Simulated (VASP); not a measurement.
A run of VASP 6.6.1 is set up as follows.

The input INCAR:

```
SYSTEM = HfN
PREC = Accurate
ENCUT = 520
EDIFF = 1E-7
ISMEAR = -1
SIGMA = 0.05
LREAL = .FALSE.
LASPH = .TRUE.
NELM = 100
ALGO = Normal
ISIF = 2
LWAVE = .FALSE.
LCHARG = .FALSE.
GGA = PE
NBANDS = 14
```

KPOINTS

```
regular mesh
0
G
  9 9 9
  0 0 0
```

File POSCAR:

```
HfN
1.0
    2.8437393532      0.0000000000      0.0000000000
    0.0000000000      2.8437393532      0.0000000000
    0.0000000000      0.0000000000      2.8437393532
Hf N
1 1
Direct
    0.5000000000      0.5000000000      0.5000000000
    0.0000000000      0.0000000000      0.0000000000
```

Potentials or basis: VASP PAW PBE potentials, release 64 (Hf_pv, N).

Command:

```sh
$ cat potpaw_PBE.64/Hf_pv/POTCAR potpaw_PBE.64/N/POTCAR > POTCAR
$ mpirun -np 1 vasp_std > vasp.out
```

Problem. What does it give for the pressure?

Solution. -6.8 GPa.
